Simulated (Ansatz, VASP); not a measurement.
## Ag in VASP and in Ansatz

The input INCAR:

```
PREC = Accurate ; ENCUT = 520
EDIFF = 1E-6 ; ISMEAR = 0
SIGMA = 0.1 ; LREAL = False
LASPH = True ; NELM = 60
ALGO = Normal ; ISIF = 2
LWAVE = False ; LCHARG = True
LDIPOL = True ; IDIPOL = 3
DIPOL = 0.5 0.5 0.500 ; GGA = PS
LELF = True ; LVHAR = True
LVACPOTAV = True ; NBANDS = 42
```

The input KPOINTS:

```
regular mesh
0
Gamma
  12 12 1
```

File POSCAR:

```
Ag
1.0
    2.8670626668      0.0000000000      0.0000000000
   -1.4335313334      2.4829491037      0.0000000000
    0.0000000000      0.0000000000     26.7267873140
Ag
6
Direct
    0.6666666667      0.3333333333      0.2806173414
    0.3333333333      0.6666666667      0.3683704048
    0.6666666667      0.3333333333      0.4561234683
    0.3333333333      0.6666666667      0.5438765317
    0.6666666667      0.3333333333      0.6316295952
    0.3333333333      0.6666666667      0.7193826586
```

Input for Ansatz:

```yaml
crystal:
  lattice:
    - [2.8670626668, 0.0, 0.0]
    - [-1.4335313334, 2.4829491037, 0.0]
    - [0.0, 0.0, 26.726787314]
  atoms:
    - { symbol: Ag, position: [0.6666666667, 0.3333333333, 0.2806173414] }
    - { symbol: Ag, position: [0.3333333333, 0.6666666667, 0.3683704048] }
    - { symbol: Ag, position: [0.6666666667, 0.3333333333, 0.4561234683] }
    - { symbol: Ag, position: [0.3333333333, 0.6666666667, 0.5438765317] }
    - { symbol: Ag, position: [0.6666666667, 0.3333333333, 0.6316295952] }
    - { symbol: Ag, position: [0.3333333333, 0.6666666667, 0.7193826586] }
basis:
  ecutwfc: 420
kpoints:
  mp_grid: { grid: [12, 12, 1] }
hamiltonian:
  xc: pbesol
scf:
  occupations: { method: gaussian, width: 0.1 }
output:
  forces: true
  stress: true
  eigenvalues: true
  write_density: true
  write_potential: true
  elf: true
  volumetric_format: npy
efield:
  axis: 3
  dipole_correction: true
  ramp_width: 0.04
```

Alike in both runs: task single point; functional PBEsol; k mesh 12 × 12 × 1; occupations gaussian, width 0.1 eV; no spin polarisation.

|  | VASP | Ansatz |
| --- | --- | --- |
| version | VASP 6.6.1 | Ansatz 0.2.0 |
| potentials or method | VASP PAW PBE potentials, release 64 (Ag), cutoff 520 eV | scalar-relativistic, plane waves, PAW |
| valence electrons in the cell | 66 | 114 |

Ansatz gave:

| Item | Value |
| --- | --- |
| gap on the k mesh at the Fermi level (eV) | none |
| rms of the force components (eV/Å) | 0.025 |
| work function, face that differs most (eV) | 4.53 |

Problem. Which values does VASP return?

Solution. gap on the k mesh at the Fermi level (eV): none; rms of the force components (eV/Å): 0.027; work function, face that differs most (eV): 4.52.

VASP's potentials were made for PBE, not for PBEsol. Atom by atom the forces differ by 0.002 eV/Å (rms over components). A gap of «none» marks a metal or a gap that the smearing closes. VASP's potentials hold 66 valence electrons a cell and Ansatz's 114, so a difference there can come from the potentials and not from the codes. Ansatz's warnings: xc potential rough in thin density.
